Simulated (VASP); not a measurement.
# SiO2 (P4_32_12) in VASP: further runs, part 2 of 2

VASP 6.6.1.

## 5. Single point, PBE

INCAR reads:

```
PREC = Accurate
ENCUT = 520
EDIFF = 1E-7
ISMEAR = -1
SIGMA = 0.05
LREAL = F
LASPH = T
NELM = 60
ALGO = Normal
ISIF = 2
LWAVE = F
LCHARG = F
GGA = PE
NBANDS = 44
```

KPOINTS reads:

```
regular mesh
0
Gamma
  3 3 3
```

POSCAR reads:

```
SiO2
1.0
    4.9755888200      0.0000000000      0.0000000000
    0.0000000000      4.9755888200      0.0000000000
    0.0000000000      0.0000000000      6.9008894400
Si O
4 8
Direct
    0.8032465600      0.8032465600      0.5000000000
    0.6967534400      0.3032465600      0.2500000000
    0.3032465600      0.6967534400      0.7500000000
    0.1967534400      0.1967534400      0.0000000000
    0.7617576300      0.1103870700      0.4320415600
    0.8896129300      0.2382423700      0.0679584400
    0.1103870700      0.7617576300      0.5679584400
    0.2617576300      0.3896129300      0.8179584400
    0.2382423700      0.8896129300      0.9320415600
    0.7382423700      0.6103870700      0.3179584400
    0.3896129300      0.2617576300      0.1820415600
    0.6103870700      0.7382423700      0.6820415600
```

Potentials or basis: VASP PAW PBE potentials, release 64 (Si, O).

Run with:

```sh
cat potpaw_PBE.64/Si/POTCAR potpaw_PBE.64/O/POTCAR > POTCAR
mpirun -np 1 vasp_std > vasp.out
```

OUTCAR:

```text
PREC = Accurate
   ENCUT = 520
   EDIFF = 1E-7
   ISMEAR = -1
   LREAL = F
   LASPH = T
   NELM = 60
   ISIF = 2
   GGA = PE

 ion  position               nearest neighbor table
   1  0.803  0.803  0.500-   5 1.61   7 1.61  10 1.61  12 1.61   2 3.07   3 3.07   2 3.07   3 3.07

   2  0.697  0.303  0.250-  10 1.61  11 1.61   5 1.61   6 1.61   1 3.07   4 3.07   1 3.07   4 3.07

   3  0.303  0.697  0.750-   8 1.61  12 1.61   9 1.61   7 1.61   1 3.07   4 3.07   4 3.07   1 3.07

   4  0.197  0.197  0.000-   6 1.61   9 1.61   8 1.61  11 1.61   2 3.07   3 3.07   3 3.07   2 3.07

   5  0.762  0.110  0.432-   1 1.61   2 1.61
   6  0.890  0.238  0.068-   4 1.61   2 1.61
   7  0.110  0.762  0.568-   1 1.61   3 1.61
   8  0.262  0.390  0.818-   3 1.61   4 1.61
   9  0.238  0.890  0.932-   4 1.61   3 1.61
  10  0.738  0.610  0.318-   2 1.61   1 1.61
  11  0.390  0.262  0.182-   2 1.61   4 1.61
  12  0.610  0.738  0.682-   3 1.61   1 1.61

  LATTYP: Found a simple tetragonal cell.
 ALAT       =     4.9755888200
[... 197 lines left out ...]
      4     -17.2238      2.00000
      5     -17.1781      2.00000
      6     -17.1771      2.00000
[... 271 lines left out ...]
     43      11.1604      0.00000
     44      11.4920      0.00000

------------------------ aborting loop because EDIFF is reached ----------------------------------------

  FORCE on cell =-STRESS in cart. coord.  units (eV):
  Direction    XX          YY          ZZ          XY          YZ          ZX
  --------------------------------------------------------------------------------------
  -------------------------------------------------------------------------------------
  Total        5.1740265      5.1740265      5.3369694      0.0000000      0.0000000      0.0000000
  in kB       48.5227268     48.5227268     50.0508274      0.0000000      0.0000000      0.0000000
  external PRESSURE =      49.0320937 kB  Pullay stress =       0.0000000 kB

 VOLUME and BASIS-vectors are now :
 -----------------------------------------------------------------------------
  energy-cutoff  :      520.00
  volume of cell :      170.84
      direct lattice vectors                 reciprocal lattice vectors
     4.975588820  0.000000000  0.000000000     0.200981238  0.000000000  0.000000000
     0.000000000  4.975588820  0.000000000     0.000000000  0.200981238  0.000000000
     0.000000000  0.000000000  6.900889440     0.000000000  0.000000000  0.144908857

 POSITION                                       TOTAL-FORCE (eV/Angst)
 -----------------------------------------------------------------------------------
      3.99662      3.99662      3.45044        -0.025110     -0.025110     -0.000000
      3.46676      1.50883      1.72522         0.025110     -0.025110     -0.000000
      1.50883      3.46676      5.17567        -0.025110      0.025110     -0.000000
      0.97896      0.97896      0.00000         0.025110      0.025110     -0.000000
      3.79019      0.54924      2.98147         0.041984      0.157632      0.221459
      4.42635      1.18540      0.46897        -0.157632     -0.041984     -0.221459
      0.54924      3.79019      3.91942         0.157632      0.041984     -0.221459
      1.30240      1.93855      5.64464         0.041984     -0.157632     -0.221459
      1.18540      4.42635      6.43192        -0.041984     -0.157632      0.221459
      3.67319      3.03704      2.19420        -0.041984      0.157632     -0.221459
      1.93855      1.30240      1.25625        -0.157632      0.041984      0.221459
      3.03704      3.67319      4.70669         0.157632     -0.041984      0.221459
 -----------------------------------------------------------------------------------
    total drift:                                0.000000     -0.000000     -0.000000

  FREE ENERGIE OF THE ION-ELECTRON SYSTEM (eV)
  ---------------------------------------------------
  free  energy   TOTEN  =       -94.8396575423 eV

  energy  without entropy=      -94.8396575423  energy(sigma->0) =      -94.83965754
```

stdout:

```text
POSCAR found type information on POSCAR SiO
 POSCAR found :  2 types and      12 ions
 scaLAPACK will be used
 LDA part: xc-table for (Slater+PW92), standard interpolation
 POSCAR, INCAR and KPOINTS ok, starting setup
 FFT: planning ... GRIDC
 FFT: planning ... GRID_SOFT
 FFT: planning ... GRID
 WAVECAR not read
 entering main loop
```

It took 26 s on 1 thread of Intel Xeon Platinum 8559C (Emerald Rapids), shared host; peak memory 0.28 GiB.

What came out:

```
Free energy            : -94.8397 eV
Pressure               : 4.9 GPa
Largest force          : 0.275 eV/Å
Band gap on the k mesh : 5.73 eV, direct
```

Forces in eV/Å, atoms in the order of the input:
```
Si  -0.025 -0.025  0.000
Si   0.025 -0.025  0.000
Si  -0.025  0.025  0.000
Si   0.025  0.025  0.000
O    0.042  0.158  0.221
O   -0.158 -0.042 -0.221
O    0.158  0.042 -0.221
O    0.042 -0.158 -0.221
O   -0.042 -0.158  0.221
O   -0.042  0.158 -0.221
O   -0.158  0.042  0.221
O    0.158 -0.042  0.221
```

Caveat: the k points lie up to 0.42 Å⁻¹ apart.

## 6. The runs side by side

```tsv
level	potentials or basis	k mesh	smearing	gap on the mesh (eV)	pressure (GPa)	largest force (eV/Å)
LDA	VASP PAW LDA potentials, release 64 (Si, O)	6 × 6 × 4	gaussian 0.01 eV	5.49	-1.0	0.06
r2SCAN	VASP PAW PBE potentials, release 64 (Si, O)	6 × 6 × 4	gaussian 0.01 eV	6.35	0.3	0.02
LDA	VASP PAW LDA potentials, release 64 (Si, O)	6 × 6 × 4	fermi-dirac 0.05 eV	5.49	-1.0	0.06
PBE	VASP PAW PBE potentials, release 64 (Si, O)	3 × 3 × 3	fermi-dirac 0.05 eV	5.73	4.9	0.28
```

Alike in all rows: task single point; no spin polarisation; cell as given; cutoff (eV) 520.

Caveats: some runs use coarse meshes; the PAW data sets were made with another functional, which shifts forces and pressure a little (some runs).

Absolute energies hang on the potentials; compare differences alone.
